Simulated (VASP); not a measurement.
# MgH2 (Fm-3m) in VASP: a series of runs, part 2 of 2

VASP 6.6.1. Earlier steps stand in the parts before.

## Step 3: Relaxation of cell and atoms, PBE

This run uses another cell than the first one, of 9.03 Å³/atom.

INCAR

```
PREC = Accurate ; ENCUT = 600
EDIFF = 1E-7 ; ISMEAR = 0
SIGMA = 0.1 ; LREAL = False
LASPH = True ; NELM = 80
ALGO = Normal ; ISIF = 3
LWAVE = False ; LCHARG = False
GGA = PE ; IBRION = 2
NSW = 100 ; EDIFFG = -0.01
```

KPOINTS

```
Automatic mesh
0
Gamma
  16 16 16
```

POSCAR

```
MgH2
1.0
    0.0000000000      2.3836867578      2.3836867578
    2.3836867578      0.0000000000      2.3836867578
    2.3836867578      2.3836867578      0.0000000000
Mg H
1 2
Direct
    0.0000000000      0.0000000000      0.0000000000
    0.2500000000      0.2500000000      0.2500000000
    0.7500000000      0.7500000000      0.7500000000
```

Potentials or basis: VASP PAW PBE potentials, release 64 (Mg, H).

Launch:

```sh
$ cat potpaw_PBE.64/Mg/POTCAR potpaw_PBE.64/H/POTCAR > POTCAR
$ mpirun -np 1 vasp_std > vasp.out
```

OUTCAR:

```text
PREC = Accurate
   ENCUT = 600
   EDIFF = 1E-7
   ISMEAR = 0
   LREAL = False
   LASPH = True
   NELM = 80
   ISIF = 3
   GGA = PE
   IBRION = 2
   NSW = 100
   EDIFFG = -0.01

 ion  position               nearest neighbor table
   1  0.000  0.000  0.000-   3 2.06   3 2.06   3 2.06   2 2.06   3 2.06   2 2.06   2 2.06   2 2.06

   2  0.250  0.250  0.250-   1 2.06   1 2.06   1 2.06   1 2.06
   3  0.750  0.750  0.750-   1 2.06   1 2.06   1 2.06   1 2.06

  LATTYP: Found a face centered cubic cell.
 ALAT       =     4.7673735156

  Lattice vectors:

 A1 = (   0.0000000000,   2.3836867578,   2.3836867578)
 A2 = (   2.3836867578,   0.0000000000,   2.3836867578)
 A3 = (   2.3836867578,   2.3836867578,   0.0000000000)

Analysis of symmetry for initial positions (statically):
=====================================================================
 Subroutine PRICEL returns:
 Original cell was already a primitive cell.

 Routine SETGRP: Setting up the symmetry group for a
 face centered cubic supercell.

 Subroutine GETGRP returns: Found 48 space group operations
 (whereof 48 operations were pure point group operations)
 out of a pool of 48 trial point group operations.

The static configuration has the point symmetry O_h .

Analysis of symmetry for dynamics (positions and initial velocities):
=====================================================================
 Subroutine PRICEL returns:
 Original cell was already a primitive cell.

 Routine SETGRP: Setting up the symmetry group for a
 face centered cubic supercell.

 Subroutine GETGRP returns: Found 48 space group operations
 (whereof 48 operations were pure point group operations)
 out of a pool of 48 trial point group operations.

The dynamic configuration has the point symmetry O_h .
[... 128 lines left out ...]
   AEXX    =    0.0000 exact exchange contribution
   IVDW    =     0    specifies the selected vdW correction
   LEPSILON=     F    determine dielectric tensor
   LRPA    =     F    only Hartree local field effects (RPA)
 conjugate gradient relaxation of ions
 non-spin polarized calculation
 Gauss-broadening in eV      SIGMA  =   0.10
  energy-cutoff  :      600.00
  volume of cell :       27.09
 maximum number of plane-waves:       934
   NGX = 13   NGY = 13   NGZ = 13

--------------------------------------- Ionic step        1  -------------------------------------------

 number of electron       4.0000000 magnetization

 Free energy of the ion-electron system (eV)
  ---------------------------------------------------
  ext. energy  EPLUGINS =         0.00000000
  ---------------------------------------------------
  free energy    TOTEN  =        -8.49875493 eV

  energy without entropy =       -8.49739718  energy(sigma->0) =       -8.49807606

------------------------ aborting loop because EDIFF is reached ----------------------------------------

  FORCE on cell =-STRESS in cart. coord.  units (eV):
  Direction    XX          YY          ZZ          XY          YZ          ZX
  --------------------------------------------------------------------------------------
  -------------------------------------------------------------------------------------
  Total       -0.1057158     -0.1057158     -0.1057158      0.0000000      0.0000000      0.0000000
  in kB       -6.2527783     -6.2527783     -6.2527783      0.0000000      0.0000000      0.0000000
  external PRESSURE =      -6.2527783 kB  Pullay stress =       0.0000000 kB
[... 61 lines left out ...]
--------------------------------------- Ionic step        3  -------------------------------------------

 number of electron       4.0000000 magnetization

 Free energy of the ion-electron system (eV)
  ---------------------------------------------------
  ext. energy  EPLUGINS =         0.00000000
  ---------------------------------------------------
  free energy    TOTEN  =        -8.49931995 eV

  energy without entropy =       -8.49791015  energy(sigma->0) =       -8.49861505

 E-fermi :   3.0100     XC(G=0):  -8.9630

 val. band max:        2.9639176540   @ k =   0.1875   0.1250   0.0625
 cond. band min:       3.0245182418   @ k =  -0.4375   0.4375   0.0625
 fundamental gap:      0.0606005879
 Fermi energy:         3.0100324053

 k-point     1 :       0.0000    0.0000    0.0000
  band No.  band energies     occupation
      1      -7.0008      2.00000
      2       3.9216      0.00000
      3      12.3456      0.00000
      4      12.3456      0.00000
      5      12.3456      0.00000
      6      14.9484      0.00000
[... 199 lines left out ...]
 k-point    24 :      -0.0625    0.0625    0.0000
  band No.  band energies     occupation
      1      -6.8098      2.00000
      2       3.4964      0.00000
      3      11.2589      0.00000
      4      11.8972      0.00000
      5      12.5488      0.00000
      6      14.7407      0.00000

 [... further k-points ...]

------------------------ aborting loop because EDIFF is reached ----------------------------------------

  FORCE on cell =-STRESS in cart. coord.  units (eV):
  Direction    XX          YY          ZZ          XY          YZ          ZX
  --------------------------------------------------------------------------------------
  -------------------------------------------------------------------------------------
  Total       -0.0039166     -0.0039166     -0.0039166     -0.0000000      0.0000000     -0.0000000
  in kB       -0.2340373     -0.2340373     -0.2340373     -0.0000000      0.0000000     -0.0000000
  external PRESSURE =      -0.2340373 kB  Pullay stress =       0.0000000 kB
[... 18 lines left out ...]
  FREE ENERGIE OF THE ION-ELECTRON SYSTEM (eV)
  ---------------------------------------------------
  free  energy   TOTEN  =        -8.4993199505 eV

  energy  without entropy=       -8.4979101516  energy(sigma->0) =       -8.49861505

 reached required accuracy - stopping structural energy minimisation
```

OSZICAR:

```text
N       E                     dE             d eps       ncg     rms          rms(c)
DAV:   1    -0.138169890069E+01   -0.13817E+01   -0.18688E+03  1794   0.569E+02
DAV:   2    -0.897974544105E+01   -0.75980E+01   -0.70267E+01  2280   0.554E+01
DAV:   3    -0.917034980904E+01   -0.19060E+00   -0.19051E+00  2244   0.114E+01
[... 15 lines left out ...]
   2 F= -.84991674E+01 E0= -.84984754E+01  d E =-.412515E-03
       N       E                     dE             d eps       ncg     rms          rms(c)
DAV:   1    -0.849932518396E+01   -0.15781E-03   -0.88679E-04  2112   0.301E-01    0.223E-02
DAV:   2    -0.849932066105E+01    0.45229E-05   -0.53686E-06  2004   0.166E-02    0.118E-02
DAV:   3    -0.849931987511E+01    0.78593E-06   -0.45202E-06  2214   0.119E-02    0.116E-03
DAV:   4    -0.849931995047E+01   -0.75358E-07   -0.13277E-07  1836   0.285E-03
   3 F= -.84993200E+01 E0= -.84986151E+01  d E =-.565022E-03
```

Run time: 22 s. Hardware: 1 thread of AMD EPYC 9R45 (Zen 5), shared host; peak memory 0.16 GiB.

Results:

- Free energy: -8.4993 eV
- Relaxed volume: 8.94 Å³/atom
- Relaxed cell: a = 3.360 Å, b = 3.360 Å, c = 3.360 Å, α = 60.00°, β = 60.00°, γ = 60.00°
- Space group after relaxing (to 0.1 Å): Fm-3m (No. 225)
- Energy gained by relaxing: 0.2 meV/atom
- Ionic steps: 3
- Pressure after relaxing: 0.0 GPa
- Band gap on the k mesh: zero (bands 2 and 3 overlap by 1.29 eV)

The path:
```tsv
step	energy change (eV)	largest force (eV/Å)	pressure (GPa)	volume (Å³)
1	0.0000	0.0000	-0.63	27.09
2	-0.0004	0.0000	-0.33	26.95
3	-0.0006	0.0000	-0.02	26.81
```

Final structure:
```
CELL_PARAMETERS angstrom
0.00000 2.37557 2.37557
2.37557 0.00000 2.37557
2.37557 2.37557 0.00000
ATOMIC_POSITIONS crystal
Mg 0.00000 0.00000 0.00000
H 0.25000 0.25000 0.25000
H 0.75000 0.75000 0.75000
```

Levels at points of the mesh, in eV from the Fermi level:
```csv
k point,band 1,band 2,band 3,band 4,band 5
"(0.00, 0.00, 0.00)",-10.01,0.91,9.34,9.34,9.34
"(0.50, 0.00, 0.00)",-5.74,-5.65,6.80,7.28,9.03
"(0.50, 0.50, 0.00)",-5.75,-2.37,-0.38,4.71,4.71
```

The gap in the log of VASP goes by the Fermi energy; the results here count the filled bands.